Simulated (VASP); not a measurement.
Input of a VASP 6.6.1 run:

The input INCAR:

```
ALGO = Normal
EDIFF = 1E-7
ENCUT = 520
GGA = PE
ISIF = 2
ISMEAR = 0
IVDW = 12
LASPH = True
LCHARG = False
LREAL = Auto
LWAVE = False
NBANDS = 234
NELM = 100
PREC = Accurate
SIGMA = 0.02
```

KPOINTS

```
k-points
0
Gamma
  1 1 1
```

POSCAR

```
Si23BHO48
1.0
    9.8316000000      0.0000000000      0.0000000000
   -4.9158000000      8.5144150000      0.0000000000
    0.0000000000      0.0000000000     10.8182000000
Si O B H
23 48 1 1
Direct
    0.2696880000      0.0042536000      0.1659530000
    0.0008685700      0.2683290000      0.3334340000
    0.2300140000      0.2360220000      0.0011123000
    0.2665710000      0.0039666000      0.6682490000
    0.9877070000      0.2651610000      0.8363930000
    0.2373780000      0.2479670000      0.5046470000
    0.2689130000      0.5034970000      0.1694290000
    0.0071740000      0.7615250000      0.3346140000
    0.2378880000      0.7376010000      0.9995222100
    0.9995975200      0.7632920000      0.8347720000
    0.2444950000      0.7356140000      0.5016440000
    0.7704580000      0.9995776200      0.1677880000
    0.5005500000      0.2709950000      0.3363130000
    0.7196970000      0.2254150000      0.0067535000
    0.7669430000      0.9974284000      0.6662580000
    0.4957890000      0.2648950000      0.8388830000
    0.7315520000      0.2292750000      0.4997570000
    0.7671770000      0.5003520000      0.1687290000
    0.5082110000      0.7657540000      0.3369440000
    0.7284970000      0.7290430000      0.9967325000
    0.7678590000      0.4933310000      0.6719780000
    0.4934370000      0.7554030000      0.8256840000
    0.7401200000      0.7312110000      0.5028160000
    0.0701790000      0.2104350000      0.4453740000
    0.2949550000      0.3664780000      0.1108140000
    0.1376360000      0.4348590000      0.2787260000
    0.1999740000      0.0709020000      0.0599790000
    0.3661290000      0.3022770000      0.3932910000
    0.4320150000      0.1437110000      0.2242100000
    0.0667330000      0.2120310000      0.9439510000
    0.3031200000      0.3853300000      0.6093620000
    0.1133590000      0.4405420000      0.7851950000
    0.2097810000      0.0849780000      0.5653650000
    0.3582330000      0.2953090000      0.8896740000
    0.4313560000      0.1336490000      0.7299220000
    0.0766350000      0.6958990000      0.4416340000
    0.3064960000      0.8756300000      0.1036260000
    0.1430170000      0.9271020000      0.2781130000
    0.2082500000      0.5754350000      0.0619490000
    0.3765200000      0.8018230000      0.3929280000
    0.4356450000      0.6372690000      0.2260910000
    0.0702950000      0.7095930000      0.9482220000
    0.2950410000      0.8698080000      0.6071030000
    0.1315540000      0.9273490000      0.7745430000
    0.2301330000      0.5767600000      0.5604110000
    0.3586520000      0.7864940000      0.8835290000
    0.4284710000      0.6274950000      0.7150340000
    0.5668770000      0.2051100000      0.4454450000
    0.7918800000      0.3613760000      0.1121420000
    0.6403730000      0.4358000000      0.2813830000
    0.6938720000      0.0630420000      0.0659360000
    0.8601750000      0.2920420000      0.3883960000
    0.9366550000      0.1391850000      0.2215540000
    0.5542740000      0.2009080000      0.9545440000
    0.7949510000      0.3574220000      0.6120670000
    0.6387770000      0.4269040000      0.7826280000
    0.7040680000      0.0640960000      0.5552660000
    0.8398320000      0.2764280000      0.8908620000
    0.9289380000      0.1359870000      0.7256000000
    0.5736550000      0.6988570000      0.4456840000
    0.7960380000      0.8655170000      0.1023840000
    0.6501690000      0.9288590000      0.2836800000
    0.7033430000      0.5680830000      0.0595770000
    0.8714800000      0.7895060000      0.3941120000
    0.9352230000      0.6347670000      0.2225520000
    0.5626060000      0.6962730000      0.9382370000
    0.8024270000      0.8653980000      0.6094200000
    0.6328180000      0.9222560000      0.7728480000
    0.7110210000      0.5682130000      0.5642060000
    0.8565170000      0.7850870000      0.8848320000
    0.9375310000      0.6233760000      0.7302810000
    0.3154190000      0.5288810000      0.6326340000
    0.0674321300      0.4937730000      0.7565669200
```

Potentials or basis: VASP PAW PBE potentials, release 64 (Si, O, B, H).

The run is started by

```sh
$ cat potpaw_PBE.64/Si/POTCAR potpaw_PBE.64/O/POTCAR potpaw_PBE.64/B/POTCAR potpaw_PBE.64/H/POTCAR > POTCAR
$ mpirun -np 1 vasp_gam > vasp.out
```

Q: Estimate the largest force.

A: 4.858 eV/Å.

Q: Predict the band gap on the k mesh.

A: 5.77 eV.

Stress tensor (GPa, compression positive):
```
 0.54 -0.07 -0.16
-0.07  0.25 -0.43
-0.16 -0.43  0.44
```

Caveat: the k points lie up to 0.74 Å⁻¹ apart.
